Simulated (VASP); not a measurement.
Wanted: the native input for a VASP 6.6.1 run.

- Task: single point
- Functional: PBE
- Dispersion: D3(BJ)
- Potentials or basis: VASP PAW PBE potentials, release 64 (C_h, O_h)
- Cutoff: 1340 eV
- k mesh: 4 × 4 × 4
- Occupations: gaussian, width 0.01 eV
- Spin: no spin polarisation
- Dipole correction: no
- Further INCAR settings: ALGO = Normal; EDIFF = 1e-06; NBANDS = 30

The structure of CO lies in POSCAR:

```
CO
1.0
    5.6364523001      0.0000000000      0.0000000000
    0.0000000000      5.6364523001      0.0000000000
    0.0000000000      0.0000000000      5.6364523001
C O
4 4
Direct
    0.9623041402      0.9623041402      0.9623041402
    0.5376958598      0.0376958598      0.4623041402
    0.4623041402      0.5376958598      0.0376958598
    0.0376958598      0.4623041402      0.5376958598
    0.0785154812      0.0785154812      0.0785154812
    0.4214845188      0.9214845188      0.5785154812
    0.5785154812      0.4214845188      0.9214845188
    0.9214845188      0.5785154812      0.4214845188
```

One way to write it, as run:

INCAR

```
SYSTEM = CO
PREC = Accurate
ENCUT = 1340
EDIFF = 1E-6
ISMEAR = 0
SIGMA = 0.01
LREAL = .False.
LASPH = .True.
NELM = 120
ALGO = Normal
ISIF = 2
LWAVE = .False.
LCHARG = .False.
GGA = PE
IVDW = 12
NBANDS = 30
GGA_COMPAT = .False.
```

KPOINTS

```
Automatic mesh
0
Gamma
  4 4 4
  0 0 0
```

Potentials or basis: VASP PAW PBE potentials, release 64 (C_h, O_h).

Command:

```bash
$ cat potpaw_PBE.64/C_h/POTCAR potpaw_PBE.64/O_h/POTCAR > POTCAR
$ mpirun -np 1 vasp_std > vasp.out
```

Results of the run:

```
Pressure                   : -0.1 GPa
Largest force              : 0.042 eV/Å
Band gap on the k mesh     : 6.02 eV
Dispersion energy per atom : -0.061 eV
```

Wall time 2.3 min on 1 thread of AMD EPYC 9R45 96-Core Processor (Zen 5) (shared host), peak memory 0.7 GiB.
